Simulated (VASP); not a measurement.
Write the native input for VASP 6.6.1 that does the following.

- Task: single point
- Functional: PBEsol
- Potentials or basis: VASP PAW PBE potentials, release 64 (Eu)
- Cutoff: 600 eV
- k mesh: 14 × 14 × 14
- Occupations: fermi-dirac, width 0.05 eV
- Spin: collinear spin, ferromagnetic start
- Starting moments: [6.97] μB
- Dipole correction: no
- Further INCAR settings: ALGO = Normal; EDIFF = 1e-06; NBANDS = 18

The structure of Eu lies in POSCAR:

```
Eu
1.0
   -2.1463632611      2.1463632611      2.1463632611
    2.1463632611     -2.1463632611      2.1463632611
    2.1463632611      2.1463632611     -2.1463632611
Eu
1
Direct
    0.0000000000      0.0000000000      0.0000000000
```

The input as run:

INCAR

```
PREC = Accurate ; ENCUT = 600
EDIFF = 1E-6 ; ISMEAR = -1
SIGMA = 0.05 ; LREAL = F
LASPH = T ; NELM = 200
ALGO = Normal ; ISIF = 2
LWAVE = F ; LCHARG = F
ISPIN = 2 ; MAGMOM = 6.97
LORBIT = 11 ; LMAXMIX = 6
GGA = PS ; NBANDS = 18
GGA_COMPAT = F
```

KPOINTS

```
regular mesh
0
Gamma
  14 14 14
```

Potentials or basis: VASP PAW PBE potentials, release 64 (Eu).

The run is started by

```console
$ cat potpaw_PBE.64/Eu/POTCAR > POTCAR
$ mpirun -np 1 vasp_std > vasp.out
```

Results of the run:

* Pressure: -0.8 GPa
* Net moment: 7.23 μB per cell
* Site moments: Eu +6.66 μB
* Valence electrons inside the program's atomic spheres: Eu 14.70

Caveat: the PAW data sets were made with another functional, which shifts forces and pressure a little.

Run time: 6.7 min on 1 thread of Intel Xeon 8259CL, on a shared host, peak memory 0.31 GiB.
